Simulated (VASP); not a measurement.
A run of VASP 6.6.1:

INCAR

```
SYSTEM = Cs
PREC = Accurate ; ENCUT = 520
EDIFF = 1E-8 ; ISMEAR = -1
SIGMA = 0.05 ; LREAL = .False.
LASPH = .True. ; NELM = 60
ALGO = Normal ; ISIF = 2
LWAVE = .False. ; LCHARG = .False.
GGA = CA ; LEFG = .True.
NBANDS = 10
```

Contents of KPOINTS:

```
regular mesh
0
Gamma
  9 9 9
  0 0 0
```

The input POSCAR:

```
Cs
1.0
   -3.0817797558      3.0817797558      3.0817797558
    3.0817797558     -3.0817797558      3.0817797558
    3.0817797558      3.0817797558     -3.0817797558
Cs
1
Direct
    0.0000000000      0.0000000000      0.0000000000
```

Potentials or basis: VASP PAW LDA potentials, release 64 (Cs_sv).

Command:

```sh
$ cat potpaw_LDA.64/Cs_sv/POTCAR > POTCAR
$ mpirun -np 1 vasp_std > vasp.out
```

Hardware: 1 thread of AMD EPYC 9R45 (Zen 5), with other jobs on the host.

Q: How long does it take, and how much memory?

A: Run time: 12 s on 1 thread of AMD EPYC 9R45 (Zen 5) (shared host), peak memory 0.17 GiB. Counts: scf iterations 11, k points 35.
